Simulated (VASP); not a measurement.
# Ga2O3 (P2_1/m) in VASP: further runs

Ga2O3 is run at these levels: PBE; tasks: single point.

Everything below comes from runs of VASP 6.6.1. Logs are shortened: lines on timing, memory, paths and dates and some standing lists are left out, and cuts for length are marked.

### Step 1. The cell of the first run

The structure is monoclinic, space group P2_1/m (No. 11). Conventional cell: a = 5.878 Å, b = 3.084 Å, c = 12.115 Å, α = 90.00°, β = 92.83°, γ = 90.00°. Within 2.5 Å of Ga (site symmetry m) lie 4 O at 1.86 to 1.90 Å. Ga (site symmetry m) has 4 O at 1.86 to 1.90 Å within 2.5 Å. Within 2.6 Å of Ga (site symmetry m) lie 6 O at 1.97 to 2.11 Å. Within 2.6 Å of Ga (site symmetry m) lie 6 O at 1.97 to 2.25 Å. O (site symmetry m) has 4 Ga at 1.86 to 2.25 Å within 2.5 Å. O (site symmetry m) has 3 Ga at 1.86 to 1.97 Å within 2.5 Å. Within 2.5 Å of O (site symmetry m) lie 3 Ga at 1.90 to 2.11 Å. Within 2.5 Å of O (site symmetry m) lie 4 Ga at 1.90 to 2.11 Å.

### Step 2. Single point, PBE

INCAR reads:

```
ALGO = Normal
EDIFF = 1E-6
ENCUT = 520
GGA = PE
ISIF = 2
ISMEAR = 0
LASPH = True
LCHARG = True
LELF = True
LREAL = Auto
LVHAR = True
LWAVE = False
NBANDS = 104
NELM = 100
PREC = Accurate
SIGMA = 0.05
```

KPOINTS reads:

```
k-points
0
Gamma
  5 9 3
```

POSCAR reads:

```
Ga2O3
1.0
    1.4027234631      0.0000000000     -5.7076941965
    0.0000000000      3.0835130475      0.0000000000
   11.8937717162      0.0000000000      2.3060625548
Ga O
8 12
Direct
   -0.2087579470      0.0000000000      0.8399134337
    0.5912420530      0.5000000000      0.3399134337
    0.3087579470      0.0000000000      0.6600865663
    0.1087579470      0.5000000000      0.1600865663
    0.0992023978      0.0000000000      0.4085007299
    0.2992023978      0.5000000000      0.9085007299
    0.6007976022      0.0000000000      0.0914992701
   -0.1992023978      0.5000000000      0.5914992701
   -0.4938107105      0.0000000000      0.9134883783
    0.3061892895      0.5000000000      0.4134883783
    0.5938107105      0.0000000000      0.5865116217
    0.3938107105      0.5000000000      0.0865116217
    0.0551210915      0.0000000000      0.9237013128
   -0.1448789085      0.5000000000      0.4237013128
    0.0448789085      0.0000000000      0.5762986872
    0.8448789085      0.5000000000      0.0762986872
    0.0917264668      0.0000000000      0.2460195696
    0.2917264668      0.5000000000      0.7460195696
    0.6082735332      0.0000000000      0.2539804304
   -0.1917264668      0.5000000000      0.7539804304
```

Potentials or basis: VASP PAW PBE potentials, release 64 (Ga_d, O).

On the command line:

```sh
$ cat potpaw_PBE.64/Ga_d/POTCAR potpaw_PBE.64/O/POTCAR > POTCAR
$ mpirun -np 1 vasp_std > vasp.out
```

OUTCAR:

```text
EDIFF = 1E-6
   ENCUT = 520
   GGA = PE
   ISIF = 2
   ISMEAR = 0
   LASPH = True
   LREAL = Auto
   NELM = 100
   PREC = Accurate

 ion  position               nearest neighbor table
   1  0.791  0.000  0.840-   9 1.86  20 1.86  20 1.86  13 1.90
   2  0.591  0.500  0.340-  10 1.86  19 1.86  19 1.86  14 1.90
   3  0.309  0.000  0.660-  11 1.86  18 1.86  18 1.86  15 1.90
   4  0.109  0.500  0.160-  12 1.86  17 1.86  17 1.86  16 1.90
   5  0.099  0.000  0.409-  10 1.97  10 1.97  17 1.97  15 2.04  14 2.11  14 2.11
   6  0.299  0.500  0.909-   9 1.97   9 1.97  18 1.97  13 2.11  13 2.11  12 2.25
   7  0.601  0.000  0.091-  12 1.97  12 1.97  19 1.97  16 2.11  16 2.11   9 2.25
   8  0.801  0.500  0.591-  11 1.97  11 1.97  20 1.97  14 2.04  15 2.11  15 2.11
   9  0.506  0.000  0.913-   1 1.86   6 1.97   6 1.97   7 2.25
  10  0.306  0.500  0.413-   2 1.86   5 1.97   5 1.97
  11  0.594  0.000  0.587-   3 1.86   8 1.97   8 1.97
  12  0.394  0.500  0.087-   4 1.86   7 1.97   7 1.97   6 2.25
  13  0.055  0.000  0.924-   1 1.90   6 2.11   6 2.11
  14  0.855  0.500  0.424-   2 1.90   8 2.04   5 2.11   5 2.11
  15  0.045  0.000  0.576-   3 1.90   5 2.04   8 2.11   8 2.11
  16  0.845  0.500  0.076-   4 1.90   7 2.11   7 2.11
  17  0.092  0.000  0.246-   4 1.86   4 1.86   5 1.97
  18  0.292  0.500  0.746-   3 1.86   3 1.86   6 1.97
  19  0.608  0.000  0.254-   2 1.86   2 1.86   7 1.97
  20  0.808  0.500  0.754-   1 1.86   1 1.86   8 1.97

  LATTYP: Found a simple monoclinic cell.
 ALAT       =     5.8775340199
 B/A-ratio  =     0.5246270012
 C/A-ratio  =     2.0612842786
 COS(beta)  =    -0.0494519943

  Lattice vectors:

 A1 = (   1.4027234631,   0.0000000000,  -5.7076941965)
 A2 = (   0.0000000000,  -3.0835130475,   0.0000000000)
 A3 = ( -11.8937717162,   0.0000000000,  -2.3060625548)

Analysis of symmetry for initial positions (statically):
=====================================================================
 Subroutine PRICEL returns:
 Original cell was already a primitive cell.

 Routine SETGRP: Setting up the symmetry group for a
 simple monoclinic supercell.

 Subroutine GETGRP returns: Found  4 space group operations
 (whereof  2 operations were pure point group operations)
 out of a pool of  4 trial point group operations.

The static configuration has the point symmetry C_1h.
 The point group associated with its full space group is C_2h.

Analysis of symmetry for dynamics (positions and initial velocities):
=====================================================================
[... 154 lines left out ...]
   ISYM   =      2    0-nonsym 1-usesym 2-fastsym
   POTIM  = 0.5000    time-step for ionic-motion
   TEBEG  =    0.0;   TEEND  =   0.0 temperature during run
   PSTRESS=    0.0 pullay stress
   NELECT =     176.0000    total number of electrons
   NUPDOWN=      -1.0000    fix difference up-down
   EMIN   =  10.00;   EMAX   =-10.00  energy-range for DOS
   EFERMI =   0.00;   METHOD = LEGACY
   ISMEAR =     0;   SIGMA  =   0.05  broadening in eV -4-tet -1-fermi 0-gaus
   EFERMI_NEDOS =   21; number of points for ismear=-14 and -15
   IALGO  =     38    algorithm
   IMIX   =      4    mixing-type and parameters
     AMIX     =   0.40;   BMIX     =  1.00
     AMIX_MAG =   1.60;   BMIX_MAG =  1.00
  volume/ion in A,a.u.               =      10.97        74.00
  Fermi-wavevector in a.u.,A,eV,Ry     =   1.521359  2.874951 31.491123  2.314532
  Thomas-Fermi vector in A             =   2.630085
   LORBIT       =      0    0 simple, 1 ext, 2 COOP (PROOUT), +10 PAW based schemes
   GGA     = PE    functional components
   LHFCALC =     F    Hartree Fock is set to
   AEXX    =    0.0000 exact exchange contribution
   IVDW    =     0    specifies the selected vdW correction
   LEPSILON=     F    determine dielectric tensor
   LRPA    =     F    only Hartree local field effects (RPA)
 non-spin polarized calculation
 Gauss-broadening in eV      SIGMA  =   0.05
  energy-cutoff  :      520.00
  volume of cell :      219.30
 maximum number of plane-waves:      5930
 NGX is ok and might be reduce to    48
   NGX = 21   NGY = 11   NGZ = 45

 number of electron     176.0000058 magnetization

 Free energy of the ion-electron system (eV)
  ---------------------------------------------------
  ext. energy  EPLUGINS =         0.00000000
  ---------------------------------------------------
  free energy    TOTEN  =      -118.10891166 eV

  energy without entropy =     -118.10891166  energy(sigma->0) =     -118.10891166

 E-fermi :   4.3778     XC(G=0): -11.3946

 val. band max:        4.1123666630   @ k =  -0.4000   0.1111   0.3333
 cond. band min:       5.2303288947   @ k =   0.0000   0.0000   0.0000
 fundamental gap:      1.1179622316
 Fermi energy:         4.3777908330

 k-point     1 :       0.0000    0.0000    0.0000
  band No.  band energies     occupation
      1     -15.5386      2.00000
      2     -14.9817      2.00000
      3     -14.8970      2.00000
      4     -14.4028      2.00000
      5     -14.1629      2.00000
      6     -14.1004      2.00000
[... 2461 lines left out ...]
     99      11.4778      0.00000
    100      11.5828      0.00000

 [... further k-points ...]

 [bands above 100 left out]

------------------------ aborting loop because EDIFF is reached ----------------------------------------

  FORCE on cell =-STRESS in cart. coord.  units (eV):
  Direction    XX          YY          ZZ          XY          YZ          ZX
  --------------------------------------------------------------------------------------
  -------------------------------------------------------------------------------------
  Total       -0.2193517      0.6404720      0.3773107      0.0000000      0.0000000      6.3609234
  in kB       -1.6025414      4.6791658      2.7565597      0.0000000      0.0000000     46.4716881
  external PRESSURE =       1.9443947 kB  Pullay stress =       0.0000000 kB

 VOLUME and BASIS-vectors are now :
 -----------------------------------------------------------------------------
  energy-cutoff  :      520.00
  volume of cell :      219.30
      direct lattice vectors                 reciprocal lattice vectors
     1.402723463  0.000000000 -5.707694197     0.032424596  0.000000000 -0.167233427
     0.000000000  3.083513047  0.000000000     0.000000000  0.324305422  0.000000000
    11.893771716  0.000000000  2.306062555     0.080253538  0.000000000  0.019723117

 POSITION                                       TOTAL-FORCE (eV/Angst)
 -----------------------------------------------------------------------------------
     11.09963      0.00000     -2.57927         0.205138      0.000000     -1.835707
      4.87220      1.54176     -2.59077         0.027465      0.000000     -0.061216
      8.28402      0.00000     -0.24010        -0.027465      0.000000      0.061216
      2.05659      1.54176     -0.25159        -0.205138      0.000000      1.835707
      4.99777      0.00000      0.37581         0.012952      0.000000     -0.016398
     11.22520      1.54176      0.38730        -1.029804      0.000000      2.279237
[... 12 lines left out ...]
      3.87402      0.00000     -2.88614        -0.021862      0.000000      0.285018
     10.10146      1.54176     -2.87465        -0.065454      0.000000      0.296819
 -----------------------------------------------------------------------------------
    total drift:                                0.000018     -0.000000      0.000269

  FREE ENERGIE OF THE ION-ELECTRON SYSTEM (eV)
  ---------------------------------------------------
  free  energy   TOTEN  =      -118.1089116585 eV

  energy  without entropy=     -118.1089116585  energy(sigma->0) =     -118.10891166
```

OSZICAR:

```text
N       E                     dE             d eps       ncg     rms          rms(c)
DAV:   1     0.313532603386E+04    0.31353E+04   -0.70912E+04  9608   0.309E+03
DAV:   2     0.746589759646E+03   -0.23887E+04   -0.22142E+04  8320   0.978E+02
DAV:   3    -0.417924259692E+02   -0.78838E+03   -0.74808E+03 10456   0.333E+02
DAV:   4    -0.130514020528E+03   -0.88722E+02   -0.86856E+02  9840   0.121E+02
DAV:   5    -0.136636221986E+03   -0.61222E+01   -0.60777E+01 11696   0.332E+01    0.249E+01
DAV:   6    -0.117772752889E+03    0.18863E+02   -0.74133E+01 14416   0.643E+01    0.734E+00
DAV:   7    -0.118248559130E+03   -0.47581E+00   -0.85409E+00  9792   0.115E+01    0.511E+00
DAV:   8    -0.118161478121E+03    0.87081E-01   -0.13298E+00 13200   0.112E+01    0.158E+00
DAV:   9    -0.118103658363E+03    0.57820E-01   -0.32502E-01 12280   0.623E+00    0.471E-01
DAV:  10    -0.118107121662E+03   -0.34633E-02   -0.77811E-02 11952   0.155E+00    0.204E-01
DAV:  11    -0.118108296166E+03   -0.11745E-02   -0.78500E-03 10312   0.110E+00    0.134E-01
DAV:  12    -0.118108839618E+03   -0.54345E-03   -0.36501E-03  9512   0.485E-01    0.522E-02
DAV:  13    -0.118108890177E+03   -0.50559E-04   -0.99006E-04 10248   0.311E-01    0.206E-02
DAV:  14    -0.118108902776E+03   -0.12599E-04   -0.21038E-04 12440   0.199E-01    0.109E-02
DAV:  15    -0.118108911950E+03   -0.91740E-05   -0.12108E-04 11632   0.682E-02    0.113E-02
DAV:  16    -0.118108911519E+03    0.43082E-06   -0.19933E-05 11360   0.493E-02    0.362E-03
DAV:  17    -0.118108911658E+03   -0.13944E-06   -0.46447E-06  8048   0.212E-02
   1 F= -.11810891E+03 E0= -.11810891E+03  d E =-.893554E-15
```

stdout:

```text
POSCAR found type information on POSCAR GaO
 POSCAR found :  2 types and      20 ions
 scaLAPACK will be used
 LDA part: xc-table for (Slater+PW92), standard interpolation
 POSCAR, INCAR and KPOINTS ok, starting setup
 FFT: planning ... GRIDC
 FFT: planning ... GRID_SOFT
 FFT: planning ... GRID
 WAVECAR not read
 entering main loop
```

Run time: 26 min. Hardware: 1 thread of Intel Xeon 6975P-C (Granite Rapids), shared host; peak memory 0.64 GiB.

What came out:

- Free energy: -118.1089 eV
- Pressure: 0.2 GPa
- Largest force: 2.501 eV/Å
- Band gap on the k mesh: 1.12 eV (least direct gap 1.19 eV)

Forces in eV/Å, atoms in the order of the input:
```
Ga   0.205  0.000 -1.836
Ga   0.027  0.000 -0.061
Ga  -0.027  0.000  0.061
Ga  -0.205  0.000  1.836
Ga   0.013  0.000 -0.016
Ga  -1.030  0.000  2.279
Ga   1.030  0.000 -2.279
Ga  -0.013  0.000  0.016
O    0.853  0.000 -0.579
O    0.026  0.000  0.015
O   -0.026  0.000 -0.015
O   -0.853  0.000  0.579
O   -0.118  0.000 -1.744
O   -0.025  0.000 -0.009
O    0.025  0.000  0.009
O    0.118  0.000  1.744
O    0.065  0.000 -0.297
O    0.022  0.000 -0.285
O   -0.022  0.000  0.285
O   -0.065  0.000  0.297
```

Caveat: an odd mesh through Γ misses points on the zone boundary, where band edges can lie; forces of over 1 eV/Å act on the atoms, so gaps and moduli don't describe the material at rest.

(Part 1 of 2 ends here.)
